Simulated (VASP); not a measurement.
Runs of VASP 6.6.1 on Ni. The structure is that of space group Fm-3m (No. 225), or close to it. The cells are those of the table. 

```tsv
fixed moment (μB)	cell	pressure (GPa)	moment (μB)
0.25	a = 2.558 Å, angles 60.0°, 1 atom	(b)	0.25
0.5	a = 2.558 Å, angles 60.0°, 1 atom	(a)	0.50
0.375	a = 2.514 Å, angles 60.0°, 1 atom	-22.2	0.38
1.0	a = 2.558 Å, angles 60.0°, 1 atom	-25.2	1.00
0.625	a = 2.514 Å, angles 60.0°, 1 atom	-21.6	0.63
0.75	a = 2.558 Å, angles 60.0°, 1 atom	-27.1	0.75
```

Alike in all rows: task single point; level LDA; potentials or basis VASP PAW LDA potentials, release 64 (Ni); spin collinear, ferromagnetic start; k mesh 24 × 24 × 24; cutoff (eV) 520; smearing gaussian 0.15 eV.

Question: Fill in the values left out.

Answer: (a) -28.1; (b) -28.2.

Caveats: the cell stands under tension; the total moment is fixed, so each spin has its own Fermi level.
